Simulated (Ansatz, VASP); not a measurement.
## TiC in VASP and in Ansatz

```
Ti C
1.0
     0.00000    2.09302    2.03935
     2.09302    0.00000    2.03935
     2.09302    2.09302    0.00000
Ti C
1 1
Direct
  0.00000 0.00000 0.00000
  0.50000 0.50000 0.50000
```

Change from the starting cell: strain -0.025 along x and y, -0.050 along z, atoms carried along.

Alike in both runs: task single point; functional PBEsol; k mesh 24 × 24 × 24; occupations gaussian, width 0.15 eV; no spin polarisation.

|  | VASP | Ansatz |
| --- | --- | --- |
| version | VASP 6.6.1 | Ansatz 0.2.0 |
| potentials or method | VASP PAW PBE potentials, release 64 (Ti_sv, C), cutoff 520 eV | scalar-relativistic, plane waves, PAW |
| valence electrons in the cell | 16 | 16 |

|  | VASP | Ansatz | Ansatz less VASP |
| --- | --- | --- | --- |
| gap on the k mesh at the Fermi level (eV) | none | none | - |
| pressure (GPa) | 33.9 | 33.7 | -0.13 |
| traceless stress, the component that is largest in VASP (GPa) | 11.75 | 11.75 | +0.003 |

VASP's potentials were made for PBE, not for PBEsol. A gap of «none» marks a metal or a gap that the smearing closes. Both programs put the cell under a high pressure, so it lies far from rest at this level.
